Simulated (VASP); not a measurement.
Crystal: ZnS.

```xyz
2
Lattice="0.0000 2.7046 2.7046 2.7046 0.0000 2.7046 2.7046 2.7046 0.0000" Properties=species:S:1:pos:R:3 pbc="T T T"
Zn    0.0000    0.0000    0.0000
S     4.0570    4.0570    4.0570
```

```yaml
Program: VASP 6.6.1
Task: relaxation of cell and atoms
Functional: LDA
Potentials_or_basis: VASP PAW LDA potentials, release 64 (Zn, S)
Cutoff: 600 eV
k_mesh: 10 × 10 × 10
Occupations: gaussian, width 0.02 eV
Spin: no spin polarisation
```

At the start: pressure -4.5 GPa; volume 19.78 Å³/atom.

**Question.** How do energy, volume and symmetry change on relaxing?

**Answer.** Over 5 steps the energy falls by 17.3 meV/atom and the volume is 18.63 Å³/atom (-5.8 %); space group F-43m (No. 216, to 0.05 Å).

Step by step:
```tsv
step	energy change (eV)	largest force (eV/Å)	pressure (GPa)	volume (Å³)
1	0.0000	0.0000	-4.46	39.57
2	-0.0303	0.0000	1.86	36.50
3	-0.0347	0.0000	-0.14	37.24
4	-0.0346	0.0000	0.13	37.19
5	-0.0347	0.0000	0.01	37.27
```

Final structure:
```
CELL_PARAMETERS angstrom
0.00000 2.65109 2.65109
2.65109 0.00000 2.65109
2.65109 2.65109 0.00000
ATOMIC_POSITIONS crystal
Zn 0.00000 0.00000 0.00000
S 0.75000 0.75000 0.75000
```
